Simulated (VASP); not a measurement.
Crystal: BaTiO3.

```
CELL_PARAMETERS angstrom
4.00730 0.00000 0.00000
0.00000 4.00730 0.00000
0.00000 0.00000 4.00730
ATOMIC_POSITIONS crystal
Ba 0.50903 0.45529 0.50668
Ti 0.94374 0.06998 0.95431
O 0.52053 0.00683 0.05543
O 0.01265 0.49197 0.05272
O 0.01405 0.97593 0.43085
```

Base run:

| Property | Result |
| --- | --- |
| Program | VASP 6.6.1 |
| Functional | r2SCAN |
| Potentials or basis | VASP PAW PBE potentials, release 64 (Ba_sv, Ti_sv, O) |
| Cutoff | 520 eV |
| k mesh | 7 × 7 × 7 |
| Occupations | fermi-dirac, width 0.05 eV |
| Spin | no spin polarisation |
| Hubbard terms | Ti d U = 8.0 eV |

Its results: band gap on the k mesh 3.94 eV (least direct gap 4.32 eV); pressure 19.7 GPa; largest force 7.218 eV/Å.

**Question.** After a change of settings the same cell gave: band gap on the k mesh 3.22 eV (least direct gap 3.42 eV); pressure 12.4 GPa; largest force 4.994 eV/Å. Which change was it?
A. functional from r2SCAN to PBE; hubbard terms from Ti d U = 8.0 eV to none
B. hubbard terms from Ti d U = 8.0 eV to Ti d U = 1.0 eV
C. hubbard terms from Ti d U = 8.0 eV to Ti d U = 5.0 eV

**Answer.** B.

Caveats: the cell stands under pressure; the PAW data sets were made with another functional, which shifts forces and pressure a little; spin-orbit coupling is left out, which moves the levels of the heavy elements; an odd mesh through Γ misses points on the zone boundary, where band edges can lie.
